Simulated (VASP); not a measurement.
Set up this calculation in VASP 6.6.1, as the native input.

* Task: single point
* Functional: RPBE
* Potentials or basis: VASP PAW PBE potentials, release 64 (Fe)
* Cutoff: 520 eV
* k mesh: 11 × 11 × 14
* Occupations: fermi-dirac, width 0.1 eV
* Spin: no spin polarisation
* Dipole correction: no
* Further INCAR settings: ALGO = Normal; EDIFF = 1e-06; NBANDS = 19

The structure of Fe lies in POSCAR:

```
Fe
1.0
    3.8865201974      0.0000000000      0.0000000000
   -1.9432600987      3.3658252233      0.0000000000
    0.0000000000      0.0000000000      2.4429500160
Fe
3
Direct
    0.0000000000      0.0000000000      0.0000000000
    0.3333333333      0.6666666667      0.5000000000
    0.6666666667      0.3333333333      0.5000000000
```

These files were run (other wordings do the same):

INCAR

```
PREC     = Accurate       # precision mode
ENCUT    = 520            # plane-wave cutoff, eV
EDIFF    = 1E-6           # SCF threshold, eV
ISMEAR   = -1             # smearing method
SIGMA    = 0.1            # smearing width, eV
LREAL    = False          # projectors in reciprocal space
LASPH    = True           # aspherical terms in the spheres
NELM     = 80             # most SCF steps
ALGO     = Normal         # electronic algorithm
ISIF     = 2              # what is computed and relaxed
LWAVE    = False          # write WAVECAR
LCHARG   = False          # write CHGCAR
GGA      = RP             # functional
NBANDS   = 19             # bands
```

KPOINTS

```
Automatic mesh
0
Gamma
  11 11 14
```

Potentials or basis: VASP PAW PBE potentials, release 64 (Fe).

Run with:

```bash
$ cat potpaw_PBE.64/Fe/POTCAR > POTCAR
$ mpirun -np 1 vasp_std > vasp.out
```

It gave:

```yaml
Pressure: -0.5 GPa
Band_gap_on_the_k_mesh: zero (band 12 reaches 7.35 eV, above the bottom of band 13 at 5.92 eV)
```

Caveat: the PAW data sets were made with another functional, which shifts forces and pressure a little; the run has no spin polarisation, though such a crystal can be magnetic.

Wall time 2.1 min on 1 thread of AMD EPYC 7R43 64-Core Processor (Zen 3), on a shared host, peak memory 0.15 GiB.
